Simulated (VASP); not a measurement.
# Si (a cell with a defect) in VASP: relaxation of the atoms with PBE+D3(BJ)

Aim: the relaxation of the atoms of Si (a cell with a defect) with PBE+D3(BJ).

All numbers are computed with VASP 6.6.1; they aren't measurements. Logs are shortened: lines on timing, memory, paths and dates and some standing lists are left out, and cuts for length are marked.

**1. The cell of the first run**

The cell holds a defect, 17 atoms: a = 7.679 Å, b = 7.679 Å, c = 7.679 Å, α = 60.00°, β = 60.00°, γ = 60.00°.

**2. Relaxation of the atoms, PBE+D3(BJ)**

INCAR reads:

```
SYSTEM = Si
ALGO     = Normal         ! electronic algorithm
EDIFF    = 1E-7           ! SCF threshold, eV
EDIFFG   = -0.03          ! ionic threshold
ENCUT    = 520            ! plane-wave cutoff, eV
GGA      = PE             ! functional
IBRION   = 2              ! ionic algorithm
ISIF     = 2              ! what is computed and relaxed
ISMEAR   = 0              ! smearing method
IVDW     = 12             ! dispersion correction
LASPH    = .True.         ! aspherical terms in the spheres
LCHARG   = .False.        ! write CHGCAR
LREAL    = Auto         
LWAVE    = .False.        ! write WAVECAR
NELM     = 100            ! most SCF steps
NSW      = 80             ! ionic steps
PREC     = Accurate       ! precision mode
SIGMA    = 0.05           ! smearing width, eV
```

KPOINTS reads:

```
k-points
0
Gamma
  2 2 2
  0 0 0
```

POSCAR reads:

```
Si
1.0
    0.0000000000      5.4300000000      5.4300000000
    5.4300000000      0.0000000000      5.4300000000
    5.4300000000      5.4300000000      0.0000000000
Si
17
Direct
    0.0000000000      0.0000000000      0.0000000000
    0.1250000000      0.1250000000      0.1250000000
    0.0000000000      0.0000000000      0.5000000000
    0.1250000000      0.1250000000      0.6250000000
    0.0000000000      0.5000000000      0.0000000000
    0.1250000000      0.6250000000      0.1250000000
    0.0000000000      0.5000000000      0.5000000000
    0.1250000000      0.6250000000      0.6250000000
    0.5000000000      0.0000000000      0.0000000000
    0.6250000000      0.1250000000      0.1250000000
    0.5000000000      0.0000000000      0.5000000000
    0.6250000000      0.1250000000      0.6250000000
    0.5000000000      0.5000000000      0.0000000000
    0.6250000000      0.6250000000      0.1250000000
    0.5000000000      0.5000000000      0.5000000000
    0.6250000000      0.6250000000      0.6250000000
    0.8618368000      0.8850986000      0.3709005000
```

Potentials or basis: VASP PAW PBE potentials, release 64 (Si).

Started as:

```bash
> cat potpaw_PBE.64/Si/POTCAR > POTCAR
> mpirun -np 1 vasp_std > vasp.out
```

OUTCAR:

```text
SYSTEM = Si
   EDIFF = 1E-7
   EDIFFG = -0.03
   ENCUT = 520
   GGA = PE
   IBRION = 2
   ISIF = 2
   ISMEAR = 0
   IVDW = 12
   LASPH = .True.
   LREAL = Auto
   NELM = 100
   NSW = 80
   PREC = Accurate
 IVDW          = 12

 ion  position               nearest neighbor table
   1  0.000  0.000  0.000-  17 2.33   4 2.35   6 2.35  10 2.35   2 2.35
   2  0.125  0.125  0.125-   1 2.35   3 2.35   5 2.35   9 2.35  17 2.73
   3  0.000  0.000  0.500-   2 2.35   4 2.35   8 2.35  12 2.35  17 2.40
   4  0.125  0.125  0.625-   1 2.35   3 2.35   7 2.35  11 2.35
   5  0.000  0.500  0.000-   2 2.35   6 2.35   8 2.35  14 2.35
   6  0.125  0.625  0.125-   1 2.35   5 2.35   7 2.35  13 2.35  17 2.75
   7  0.000  0.500  0.500-   4 2.35   6 2.35   8 2.35  16 2.35  17 2.42
   8  0.125  0.625  0.625-   3 2.35   5 2.35   7 2.35  15 2.35  17 2.81
   9  0.500  0.000  0.000-   2 2.35  10 2.35  12 2.35  14 2.35
  10  0.625  0.125  0.125-   1 2.35   9 2.35  11 2.35  13 2.35  17 2.62
  11  0.500  0.000  0.500-  17 2.27  10 2.35  12 2.35  16 2.35   4 2.35
  12  0.625  0.125  0.625-   3 2.35   9 2.35  11 2.35  15 2.35  17 2.68
  13  0.500  0.500  0.000-   6 2.35  10 2.35  14 2.35  16 2.35
  14  0.625  0.625  0.125-   5 2.35   9 2.35  13 2.35  15 2.35
  15  0.500  0.500  0.500-   8 2.35  12 2.35  14 2.35  16 2.35
  16  0.625  0.625  0.625-   7 2.35  11 2.35  13 2.35  15 2.35  17 2.70
  17  0.862  0.885  0.371-  11 2.27   1 2.33   3 2.40   7 2.42  10 2.62  12 2.68  16 2.70   2 2.73
                             6 2.75   8 2.81

  LATTYP: Found a face centered cubic cell.
 ALAT       =    10.8600000000

  Lattice vectors:

 A1 = (   0.0000000000,   5.4300000000,   5.4300000000)
 A2 = (   5.4300000000,   0.0000000000,   5.4300000000)
 A3 = (   5.4300000000,   5.4300000000,   0.0000000000)

Analysis of symmetry for initial positions (statically):
=====================================================================
 Subroutine PRICEL returns:
 Original cell was already a primitive cell.

 Routine SETGRP: Setting up the symmetry group for a
 face centered cubic supercell.

 Subroutine GETGRP returns: Found  1 space group operations
 (whereof  1 operations were pure point group operations)
 out of a pool of 48 trial point group operations.

The static configuration has the point symmetry C_1 .

Analysis of symmetry for dynamics (positions and initial velocities):
=====================================================================
 Subroutine PRICEL returns:
 Original cell was already a primitive cell.

 Routine SETGRP: Setting up the symmetry group for a
 face centered cubic supercell.

 Subroutine GETGRP returns: Found  1 space group operations
 (whereof  1 operations were pure point group operations)
 out of a pool of 48 trial point group operations.

The dynamic configuration has the point symmetry C_1 .

 Subroutine INISYM returns: Found  1 space group operations
 (whereof  1 operations are pure point group operations),
 and found     1 'primitive' translations

[... 91 lines left out ...]
   total plane-waves  NPLWV = 216000
   dimension x,y,z NGX =    60 NGY =   60 NGZ =   60
   dimension x,y,z NGXF=   120 NGYF=  120 NGZF=  120
   ions per type =              17
   NGX,Y,Z   is equivalent  to a cutoff of  12.99, 12.99, 12.99 a.u.
   NGXF,Y,Z  is equivalent  to a cutoff of  25.98, 25.98, 25.98 a.u.
 SYSTEM =  Si
   PREC   = accura    normal or accurate (medium, high low for compatibility)
   ISTART =      0    job   : 0-new  1-cont  2-samecut
   ICHARG =      2    charge: 1-file 2-atom 10-const
   ISPIN  =      1    spin polarized calculation?
   LNONCOLLINEAR =      F non collinear calculations
   LSORBIT =      F    spin-orbit coupling
   LASPH  =      T    aspherical Exc in radial PAW
   ENCUT  =  520.0 eV  38.22 Ry    6.18 a.u.  14.28 14.28 14.28*2*pi/ulx,y,z
   NELM   =    100;   NELMIN=  2; NELMDL= -5     # of ELM steps
   EDIFF  = 0.1E-06   stopping-criterion for ELM
   LREAL  =      T    real-space projection
   EDIFFG = -.3E-01   stopping-criterion for IOM
   NSW    =     80    number of steps for IOM
   IBRION =      2    ionic relax: 0-MD 1-quasi-New 2-CG
   NFREE  =      1    steps in history (QN), initial steepest desc. (CG)
   ISIF   =      2    stress and relaxation
   ISYM   =      2    0-nonsym 1-usesym 2-fastsym
   POTIM  = 0.5000    time-step for ionic-motion
   TEBEG  =    0.0;   TEEND  =   0.0 temperature during run
   PSTRESS=    0.0 pullay stress
   NELECT =      68.0000    total number of electrons
   NUPDOWN=      -1.0000    fix difference up-down
   EMIN   =  10.00;   EMAX   =-10.00  energy-range for DOS
   EFERMI =   0.00;   METHOD = LEGACY
   ISMEAR =     0;   SIGMA  =   0.05  broadening in eV -4-tet -1-fermi 0-gaus
   EFERMI_NEDOS =   21; number of points for ismear=-14 and -15
   IALGO  =     38    algorithm
   IMIX   =      4    mixing-type and parameters
     AMIX     =   0.40;   BMIX     =  1.00
     AMIX_MAG =   1.60;   BMIX_MAG =  1.00
  volume/ion in A,a.u.               =      18.84       127.11
  Fermi-wavevector in a.u.,A,eV,Ry     =   0.976715  1.845724 12.979587  0.953973
  Thomas-Fermi vector in A             =   2.107356
   LORBIT       =      0    0 simple, 1 ext, 2 COOP (PROOUT), +10 PAW based schemes
   GGA     = PE    functional components
   LHFCALC =     F    Hartree Fock is set to
   AEXX    =    0.0000 exact exchange contribution
   IVDW    =    12    specifies the selected vdW correction
   LEPSILON=     F    determine dielectric tensor
   LRPA    =     F    only Hartree local field effects (RPA)
 conjugate gradient relaxation of ions
 non-spin polarized calculation
 Gauss-broadening in eV      SIGMA  =   0.05
  energy-cutoff  :      520.00
  volume of cell :      320.21
 maximum number of plane-waves:      8646
 NGX is ok and might be reduce to    60
   NGX = 29   NGY = 29   NGZ = 29

--------------------------------------- Ionic step        1  -------------------------------------------

 number of electron      68.0000003 magnetization

 Free energy of the ion-electron system (eV)
  ---------------------------------------------------
  ext. energy  EPLUGINS =         0.00000000
  ---------------------------------------------------
  free energy    TOTEN  =       -87.82758715 eV

  energy without entropy =      -87.81796974  energy(sigma->0) =      -87.82277845

------------------------ aborting loop because EDIFF is reached ----------------------------------------

 Edisp (eV)   -5.64473

 E8    (eV) :    -2.3351
[... 376 lines left out ...]
--------------------------------------- Ionic step        8  -------------------------------------------

 number of electron      68.0000000 magnetization

 Free energy of the ion-electron system (eV)
  ---------------------------------------------------
  ext. energy  EPLUGINS =         0.00000000
  ---------------------------------------------------
  free energy    TOTEN  =       -87.99527417 eV

  energy without entropy =      -87.98532371  energy(sigma->0) =      -87.99029894

 E-fermi :   6.9103     XC(G=0):  -9.6743

 val. band max:        6.6879548903   @ k =   0.0000   0.0000   0.0000
 cond. band min:       6.9258027662   @ k =   0.5000   0.5000   0.0000
 fundamental gap:      0.2378478759
 Fermi energy:         6.9102803154

 k-point     1 :       0.0000    0.0000    0.0000
  band No.  band energies     occupation
      1      -6.3193      2.00000
      2      -3.7758      2.00000
      3      -3.6303      2.00000
      4      -3.6274      2.00000
      5      -3.6260      2.00000
      6      -2.8050      2.00000
[... 405 lines left out ...]
  FREE ENERGIE OF THE ION-ELECTRON SYSTEM (eV)
  ---------------------------------------------------
  free  energy   TOTEN  =       -93.6386347129 eV

  energy  without entropy=      -93.6286842574  energy(sigma->0) =      -93.63365949

 reached required accuracy - stopping structural energy minimisation
```

CONTCAR:

```text
Si
   1.00000000000000
     0.0000000000000000    5.4299999999999997    5.4299999999999997
     5.4299999999999997    0.0000000000000000    5.4299999999999997
     5.4299999999999997    5.4299999999999997    0.0000000000000000
  Si
    17
Direct
     0.0023448691397093    0.0025023456133724    0.9926592452693047
     0.1279626425117807    0.1280733513356355    0.1216704132379950
     0.0014394975951011    0.0016979095505245    0.5015569325050878
     0.1218699776951242    0.1274298500696959    0.6239926192217538
     0.9987531727672453    0.5004912262001756    0.0002994734942061
     0.1279459345818556    0.6223946653403691    0.1216186068401082
[... 9 lines left out ...]
     0.6212741797692282    0.6226027501268639    0.6280365707523052
     0.8714520786498631    0.8777988751040320    0.3738194550810915

  0.00000000E+00  0.00000000E+00  0.00000000E+00
  0.00000000E+00  0.00000000E+00  0.00000000E+00
  0.00000000E+00  0.00000000E+00  0.00000000E+00
  0.00000000E+00  0.00000000E+00  0.00000000E+00
  0.00000000E+00  0.00000000E+00  0.00000000E+00
  0.00000000E+00  0.00000000E+00  0.00000000E+00
[... 9 lines left out ...]
  0.00000000E+00  0.00000000E+00  0.00000000E+00
  0.00000000E+00  0.00000000E+00  0.00000000E+00
```

It took 8.9 min on 1 thread of Oxide Virtual Turin-like, shared host; peak memory 0.51 GiB.

Results:

```yaml
Free_energy: -93.6386 eV
Energy_gained_by_relaxing: 9.8 meV/atom
Ionic_steps: 8
Pressure_after_relaxing: 2.4 GPa
Largest_force_after_relaxing: 0.027 eV/Å
Band_gap_on_the_k_mesh: zero (bands 34 and 35 overlap by 0.25 eV)
Dispersion_energy_per_atom: -0.332 eV
```

Forces in eV/Å, atoms in the order of the input:
```
Si   0.005 -0.011 -0.003
Si  -0.006 -0.003 -0.011
Si   0.019  0.005  0.014
Si  -0.005  0.012  0.002
Si  -0.002  0.004  0.001
Si   0.011 -0.005  0.006
Si  -0.016  0.008 -0.020
Si   0.001 -0.013  0.001
Si   0.004 -0.002  0.003
Si   0.001  0.006 -0.002
Si  -0.006 -0.003  0.009
Si  -0.007 -0.004 -0.007
Si  -0.003 -0.001 -0.004
Si   0.002 -0.005 -0.002
Si   0.000  0.003 -0.001
Si   0.008 -0.006  0.008
Si  -0.007  0.016  0.004
```

Step by step:
| step | energy change (eV) | largest force (eV/Å) | pressure (GPa) |
| --- | --- | --- | --- |
| 1 | 0.0000 | 1.4939 | 2.94 |
| 2 | -0.1559 | 0.2970 | 2.40 |
| 3 | -0.1559 | 0.2987 | 2.40 |
| 4 | -0.1637 | 0.1294 | 2.38 |
| 5 | -0.1638 | 0.1327 | 2.38 |
| 6 | -0.1655 | 0.0749 | 2.39 |
| 7 | -0.1660 | 0.0373 | 2.40 |
| 8 | -0.1663 | 0.0265 | 2.39 |

Final structure:
```xyz
17
Lattice="0.0000 5.4300 5.4300 5.4300 0.0000 5.4300 5.4300 5.4300 0.0000" Properties=species:S:1:pos:R:3 pbc="T T T"
Si    5.4037    5.4029    0.0263
Si    1.3561    1.3555    1.3903
Si    2.7327    2.7313    0.0170
Si    4.0802    4.0500    1.3537
Si    2.7193    5.4249    8.1409
Si    4.0400    1.3551    4.0743
Si    5.4156    2.7287    2.6999
Si    6.7880    4.1039    4.0728
Si    5.4244    2.7199    8.1388
Si    1.3591    4.0381    4.0710
Si    2.7488    5.3961    2.6812
Si    4.1060    6.7841    4.0694
Si    2.7211    2.7196    5.4355
Si    4.0721    4.0737    6.7876
Si    5.4258    5.4242    5.4344
Si    6.7910    6.7838    6.7543
Si    6.7963    6.7618    9.4984
```

Levels at points of the mesh, in eV from the Fermi level:
```tsv
k point	band 32	band 33	band 34	band 35	band 36	band 37
(0.00, 0.00, 0.00)	-0.82	-0.82	-0.25	-0.24	-0.22	0.09
(0.50, 0.00, 0.00)	-1.43	-1.43	-0.34	0.53	0.55	0.89
(0.00, 0.50, 0.00)	-1.43	-1.43	-0.34	0.52	0.55	0.90
(0.00, 0.00, 0.50)	-1.43	-1.43	-0.34	0.52	0.55	0.89
(0.50, 0.50, 0.50)	-1.43	-1.43	-0.34	0.52	0.55	0.90
(0.50, 0.50, 0.00)	-1.89	-0.99	0.02	0.71	1.02	1.03
(0.00, 0.50, 0.50)	-1.89	-0.99	0.02	0.71	1.02	1.03
(0.50, 0.00, 0.50)	-1.89	-0.99	0.02	0.71	1.02	1.03
```

Caveat: the k points lie up to 0.50 Å⁻¹ apart.
